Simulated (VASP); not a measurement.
# Fe (Im-3m) in VASP: relaxation of cell and atoms with PBEsol

Aim: the relaxation of cell and atoms of Fe with PBEsol.

Program: VASP 6.6.1. These are calculated values, not measurements. Logs are shortened: lines on timing, memory, paths and dates and some standing lists are left out, and cuts for length are marked.

### Step 1. The cell of the first run

Symmetry: Im-3m, No. 229, cubic system. The conventional cell has a = 2.866 Å, b = 2.866 Å, c = 2.866 Å, α = 90.00°, β = 90.00°, γ = 90.00°. Within 3.3 Å of Fe (site symmetry m-3m) lie 14 Fe at 2.48 to 2.87 Å.

### Step 2. Relaxation of cell and atoms, PBEsol, collinear spin, antiferromagnetic start

The input, INCAR:

```
ALGO = All
EDIFF = 1E-7
EDIFFG = -0.01
ENCUT = 540
GGA = PS
GGA_COMPAT = F
IBRION = 2
ISEARCH = 1
ISIF = 3
ISMEAR = -1
ISPIN = 2
KPAR = 4
LASPH = T
LCHARG = F
LMAXMIX = 4
LORBIT = 11
LREAL = F
LWAVE = F
MAGMOM = 2.5 -2.5
NELM = 300
NELMIN = 4
NSW = 80
PREC = Accurate
SIGMA = 0.05
```

The input, KPOINTS:

```
k-points
0
Gamma
  11 11 11
```

The input, POSCAR:

```
Fe
1.0
    2.8665000000      0.0000000000      0.0000000000
    0.0000000000      2.8665000000      0.0000000000
    0.0000000000      0.0000000000      2.8665000000
Fe
2
Direct
    0.0000000000      0.0000000000      0.0000000000
    0.5000000000      0.5000000000      0.5000000000
```

Potentials or basis: VASP PAW PBE potentials, release 64 (Fe).

Command:

```sh
$ cat potpaw_PBE.64/Fe/POTCAR > POTCAR
$ mpirun -np 4 vasp_std > vasp.out
```

OUTCAR:

```text
EDIFF = 1E-7
   EDIFFG = -0.01
   ENCUT = 540
   GGA = PS
   IBRION = 2
   ISIF = 3
   ISMEAR = -1
   ISPIN = 2
   LASPH = T
   LORBIT = 11
   LREAL = F
   NELM = 300
   NELMIN = 4
   NSW = 80
   PREC = Accurate

 ion  position               nearest neighbor table
   1  0.000  0.000  0.000-   2 2.48   2 2.48   2 2.48   2 2.48   2 2.48   2 2.48   2 2.48   2 2.48

   2  0.500  0.500  0.500-   1 2.48   1 2.48   1 2.48   1 2.48   1 2.48   1 2.48   1 2.48   1 2.48

  LATTYP: Found a simple cubic cell.
 ALAT       =     2.8665000000

  Lattice vectors:

 A1 = (   2.8665000000,   0.0000000000,   0.0000000000)
 A2 = (   0.0000000000,   2.8665000000,   0.0000000000)
 A3 = (   0.0000000000,   0.0000000000,   2.8665000000)

Analysis of symmetry for initial positions (statically):
=====================================================================
 Subroutine PRICEL returns following result:

  LATTYP: Found a body centered cubic cell.
 ALAT       =     2.8665000000
[... 12 lines left out ...]
 Subroutine GETGRP returns: Found 48 space group operations
 (whereof 48 operations were pure point group operations)
 out of a pool of 48 trial point group operations.

The static configuration has the point symmetry O_h .

Analysis of symmetry for dynamics (positions and initial velocities):
=====================================================================
 Subroutine PRICEL returns following result:

  LATTYP: Found a body centered cubic cell.
 ALAT       =     2.8665000000
[... 12 lines left out ...]
 Subroutine GETGRP returns: Found 48 space group operations
 (whereof 48 operations were pure point group operations)
 out of a pool of 48 trial point group operations.

The dynamic configuration has the point symmetry O_h .

Analysis of structural, dynamic, and magnetic symmetry:
=====================================================================
 Subroutine PRICEL returns following result:

  LATTYP: Found a body centered cubic cell.
 ALAT       =     2.8665000000
[... 12 lines left out ...]
 Subroutine GETGRP returns: Found 48 space group operations
 (whereof 48 operations were pure point group operations)
 out of a pool of 48 trial point group operations.

The overall configuration has the point symmetry O_h .

 Subroutine INISYM returns: Found 48 space group operations
 (whereof 48 operations are pure point group operations),
 and found     2 'primitive' translations

----------------------------------------------------------------------------------------

                                     Primitive cell

  volume of cell :      11.7768

  direct lattice vectors                    reciprocal lattice vectors
     1.433250000  1.433250000 -1.433250000     0.348857492  0.348857492  0.000000000
    -1.433250000  1.433250000  1.433250000     0.000000000  0.348857492  0.348857492
     1.433250000 -1.433250000  1.433250000     0.348857492  0.000000000  0.348857492

  length of vectors
     2.482461820  2.482461820  2.482461820     0.493358996  0.493358996  0.493358996

  position of ions in fractional coordinates (direct lattice)
     0.000000000  0.000000000  0.000000000

  ion indices of the primitive-cell ions
   primitive index   ion index
                 1           1

----------------------------------------------------------------------------------------

 KPOINTS: k-points

Automatic generation of k-mesh.
 Grid dimensions read from file:
 generate k-points for:   11   11   11

 Generating k-lattice:

  Cartesian coordinates                     Fractional coordinates (reciprocal lattice)
     0.031714317  0.000000000  0.000000000     0.090909091  0.000000000  0.000000000
     0.000000000  0.031714317  0.000000000     0.000000000  0.090909091  0.000000000
     0.000000000  0.000000000  0.031714317     0.000000000  0.000000000  0.090909091

  Length of vectors
     0.031714317  0.031714317  0.031714317

  Shift w.r.t. Gamma in fractional coordinates (k-lattice)
     0.000000000  0.000000000  0.000000000

 Subroutine IBZKPT returns following result:
 ===========================================

 Found     56 irreducible k-points:

 Following reciprocal coordinates:
            Coordinates               Weight
  0.000000  0.000000  0.000000      1.000000
  0.090909  0.000000  0.000000      6.000000
  0.181818  0.000000  0.000000      6.000000
  0.272727  0.000000  0.000000      6.000000
  0.363636  0.000000  0.000000      6.000000
  0.454545  0.000000  0.000000      6.000000
[... 16 lines left out ...]
  0.181818  0.090909  0.090909     24.000000
  0.272727  0.090909  0.090909     24.000000
 [... further k-points ...]
   k-points           NKPTS =     56   k-points in BZ     NKDIM =     56   number of bands    NBANDS=     12
   number of dos      NEDOS =    301   number of ions     NIONS =      2
   total plane-waves  NPLWV =  13824
   dimension x,y,z NGX =    24 NGY =   24 NGZ =   24
   dimension x,y,z NGXF=    48 NGYF=   48 NGZF=   48
   ions per type =               2
   NGX,Y,Z   is equivalent  to a cutoff of  13.92, 13.92, 13.92 a.u.
   NGXF,Y,Z  is equivalent  to a cutoff of  27.84, 27.84, 27.84 a.u.
 SYSTEM =  unknown system
   PREC   = accura    normal or accurate (medium, high low for compatibility)
   ISTART =      0    job   : 0-new  1-cont  2-samecut
   ICHARG =      2    charge: 1-file 2-atom 10-const
   ISPIN  =      2    spin polarized calculation?
   LNONCOLLINEAR =      F non collinear calculations
   LSORBIT =      F    spin-orbit coupling
   LASPH  =      T    aspherical Exc in radial PAW
   ENCUT  =  540.0 eV  39.69 Ry    6.30 a.u.   5.43  5.43  5.43*2*pi/ulx,y,z
   NELM   =    300;   NELMIN=  4; NELMDL= -5     # of ELM steps
   EDIFF  = 0.1E-06   stopping-criterion for ELM
   LREAL  =      F    real-space projection
   EDIFFG = -.1E-01   stopping-criterion for IOM
   NSW    =     80    number of steps for IOM
   IBRION =      2    ionic relax: 0-MD 1-quasi-New 2-CG
   NFREE  =      1    steps in history (QN), initial steepest desc. (CG)
   ISIF   =      3    stress and relaxation
   ISYM   =      2    0-nonsym 1-usesym 2-fastsym
   POTIM  = 0.5000    time-step for ionic-motion
   TEBEG  =    0.0;   TEEND  =   0.0 temperature during run
   PSTRESS=    0.0 pullay stress
   NELECT =      16.0000    total number of electrons
   NUPDOWN=      -1.0000    fix difference up-down
   EMIN   =  10.00;   EMAX   =-10.00  energy-range for DOS
   EFERMI =   0.00;   METHOD = LEGACY
   ISMEAR =    -1;   SIGMA  =   0.05  broadening in eV -4-tet -1-fermi 0-gaus
   EFERMI_NEDOS =   21; number of points for ismear=-14 and -15
   IALGO  =     58    algorithm
   IMIX   =      4    mixing-type and parameters
     AMIX     =   0.40;   BMIX     =  1.00
     AMIX_MAG =   1.60;   BMIX_MAG =  1.00
  volume/ion in A,a.u.               =      11.78        79.47
  Fermi-wavevector in a.u.,A,eV,Ry     =   1.439117  2.719537 28.178465  2.071059
  Thomas-Fermi vector in A             =   2.558009
   LORBIT       =     11    0 simple, 1 ext, 2 COOP (PROOUT), +10 PAW based schemes
   GGA     = PS    functional components
   LHFCALC =     F    Hartree Fock is set to
   AEXX    =    0.0000 exact exchange contribution
   IVDW    =     0    specifies the selected vdW correction
   LEPSILON=     F    determine dielectric tensor
   LRPA    =     F    only Hartree local field effects (RPA)
 conjugate gradient relaxation of ions
 spin polarized calculation
  energy-cutoff  :      540.00
  volume of cell :       23.55
 maximum number of plane-waves:       691
 NGX is ok and might be reduce to    24
   NGX = 11   NGY = 11   NGZ = 11

--------------------------------------- Ionic step        1  -------------------------------------------

 number of electron      15.9999991 magnetization       0.0000000

 number of electron      15.9999991 magnetization      -0.0000000

 Free energy of the ion-electron system (eV)
  ---------------------------------------------------
  ext. energy  EPLUGINS =         0.00000000
  ---------------------------------------------------
  free energy    TOTEN  =       -16.85673227 eV

  energy without entropy =      -16.80919799  energy(sigma->0) =      -16.83296513

------------------------ aborting loop because EDIFF is reached ----------------------------------------

  FORCE on cell =-STRESS in cart. coord.  units (eV):
  Direction    XX          YY          ZZ          XY          YZ          ZX
  --------------------------------------------------------------------------------------
  -------------------------------------------------------------------------------------
  Total       -2.8238921     -2.8238921     -2.8238921     -0.0000000      0.0000000     -0.0000000
  in kB     -192.0891510   -192.0891510   -192.0891510     -0.0000000      0.0000000     -0.0000000
  external PRESSURE =    -192.0891510 kB  Pullay stress =       0.0000000 kB
[... 215 lines left out ...]
 number of electron      15.9999994 magnetization       0.0000000

 number of electron      15.9999994 magnetization      -0.0000000

 Free energy of the ion-electron system (eV)
  ---------------------------------------------------
  ext. energy  EPLUGINS =         0.00000000
  ---------------------------------------------------
  free energy    TOTEN  =       -17.06675561 eV

  energy without entropy =      -17.01616308  energy(sigma->0) =      -17.04145935

 E-fermi :   7.0319     XC(G=0): -14.0118

 val. band max:        7.0309335256   @ k =   0.1818   0.0909   0.0909
 cond. band min:       7.0369959485   @ k =   0.4545   0.4545   0.1818
 fundamental gap:      0.0060624229
 Fermi energy:         7.0318884662

 spin component 1

 k-point     1 :       0.0000    0.0000    0.0000
  band No.  band energies     occupation
      1      -2.1491      1.00000
      2       2.0582      1.00000
      3       2.0582      1.00000
      4       5.1339      1.00000
      5       5.1339      1.00000
      6       5.1339      1.00000
      7       6.9671      0.78526
      8       6.9671      0.78526
      9       8.1461      0.00000
     10       8.1461      0.00000
     11       8.1461      0.00000
     12      17.8760      0.00000
[... 333 lines left out ...]
      1      -0.2296      1.00000
      2       2.8268      1.00000
      3       2.9485      1.00000
      4       4.8137      1.00000
      5       4.8708      1.00000
      6       6.0352      1.00000
      7       6.1854      1.00000
      8       6.3362      1.00000
      9       6.9387      0.86593
     10       7.2243      0.02092
     11       7.8908      0.00000
     12      12.6946      0.00000

 [... further k-points ...]

 spin component 2

 k-point     1 :       0.0000    0.0000    0.0000
  band No.  band energies     occupation
      1      -2.1491      1.00000
      2       2.0582      1.00000
      3       2.0582      1.00000
      4       5.1339      1.00000
      5       5.1339      1.00000
      6       5.1339      1.00000
      7       6.9671      0.78526
      8       6.9671      0.78526
      9       8.1461      0.00000
     10       8.1461      0.00000
     11       8.1461      0.00000
     12      17.8760      0.00000
[... 374 lines left out ...]
  FREE ENERGIE OF THE ION-ELECTRON SYSTEM (eV)
  ---------------------------------------------------
  free  energy   TOTEN  =       -17.0667556148 eV

  energy  without entropy=      -17.0161633363  energy(sigma->0) =      -17.04145948

 reached required accuracy - stopping structural energy minimisation

 total charge

# of ion       s       p       d       tot
------------------------------------------
    1        0.536   0.644   6.363   7.542
    2        0.536   0.644   6.363   7.542
--------------------------------------------------
tot          1.072   1.288  12.725  15.085

 magnetization (x)

# of ion       s       p       d       tot
------------------------------------------
    1        0.000   0.000   0.000   0.000
    2       -0.000  -0.000  -0.000  -0.000
--------------------------------------------------
tot          0.000   0.000   0.000   0.000
```

Run time: 61 s. Hardware: 4 MPI ranks of Intel Xeon 6975P-C (Granite Rapids), shared host; peak memory 0.19 GiB.

What came out:

| Quantity | Value |
| --- | --- |
| Free energy | -17.0668 eV |
| Relaxed volume | 10.08 Å³/atom |
| Relaxed cell | a = 2.721 Å, b = 2.721 Å, c = 2.721 Å, α = 90.00°, β = 90.00°, γ = 90.00° |
| Space group after relaxing (to 0.1 Å) | Im-3m (No. 229) |
| Energy gained by relaxing | 105.0 meV/atom |
| Ionic steps | 7 |
| Pressure after relaxing | 0.0 GPa |
| Band gap on the k mesh | zero (filled and empty bands overlap) |
| Net moment | 0.00 μB per cell |
| Valence electrons inside the program's atomic spheres | Fe 7.54 |

The path:
| step | energy change (eV) | largest force (eV/Å) | pressure (GPa) | volume (Å³) |
| --- | --- | --- | --- | --- |
| 1 | 0.0000 | 0.0000 | -19.21 | 23.55 |
| 2 | -0.1483 | 0.0000 | 19.05 | 19.06 |
| 3 | -0.2056 | 0.0000 | -4.45 | 20.47 |
| 4 | -0.2100 | 0.0000 | -0.38 | 20.18 |
| 5 | -0.2100 | 0.0000 | 0.58 | 20.12 |
| 6 | -0.2098 | 0.0000 | -0.91 | 20.22 |
| 7 | -0.2100 | 0.0000 | 0.02 | 20.15 |

Final structure:
```xyz
2
Lattice="2.7214 0.0000 0.0000 0.0000 2.7214 0.0000 0.0000 0.0000 2.7214" Properties=species:S:1:pos:R:3 pbc="T T T"
Fe    0.0000    0.0000    0.0000
Fe    1.3607    1.3607    1.3607
```

Levels at points of the mesh, in eV from the Fermi level:
Spin up:
```
           k point  band 5  band 6  band 7  band 8  band 9  band 10  band 11  band 12
(0.00, 0.00, 0.00)   -1.90   -1.90   -0.06   -0.06    1.11     1.11     1.11    10.84
```
Spin down:
```csv
k point,band 6,band 7,band 8,band 9,band 10,band 11
"(0.00, 0.00, 0.00)",-1.90,-0.06,-0.06,1.11,1.11,1.11
```

Caveat: the moments typed at the start vanished in this run; the PAW data sets were made with another functional, which shifts forces and pressure a little.
